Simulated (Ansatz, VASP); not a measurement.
## Two plane-wave programs on ScHBr2

```xyz
4
Lattice="5.1921 0.0000 0.0000 0.0000 5.1921 0.0000 0.0000 0.0000 5.1921" Properties=species:S:1:pos:R:3 pbc="T T T"
Sc    0.0000    0.0000    0.0000
H     0.0000    0.0000    2.5961
Br    2.5961    0.0000    0.0000
Br    0.0000    2.5961    0.0000
```

Alike in both runs: task single point; functional PBE; k mesh 4 × 4 × 4; occupations gaussian, width 0.1 eV; no spin polarisation.

|  | VASP | Ansatz |
| --- | --- | --- |
| version | VASP 6.6.1 | Ansatz 0.2.0 |
| potentials or method | VASP PAW PBE potentials, release 64 (Sc_sv, H, Br), cutoff 520 eV | scalar-relativistic, plane waves, PAW |
| valence electrons in the cell | 26 | 26 |

Ansatz gave:

| Quantity | Value |
| --- | --- |
| gap on the k mesh at the Fermi level (eV) | 0.61 |
| least direct gap on the mesh (eV) | 0.62 |
| pressure (GPa) | -1.8 |
| traceless stress, the component that is largest in VASP (GPa) | -5.41 |

Which values does VASP return?

gap on the k mesh at the Fermi level (eV): 0.61; least direct gap on the mesh (eV): 0.62; pressure (GPa): -1.8; traceless stress, the component that is largest in VASP (GPa): -5.48.
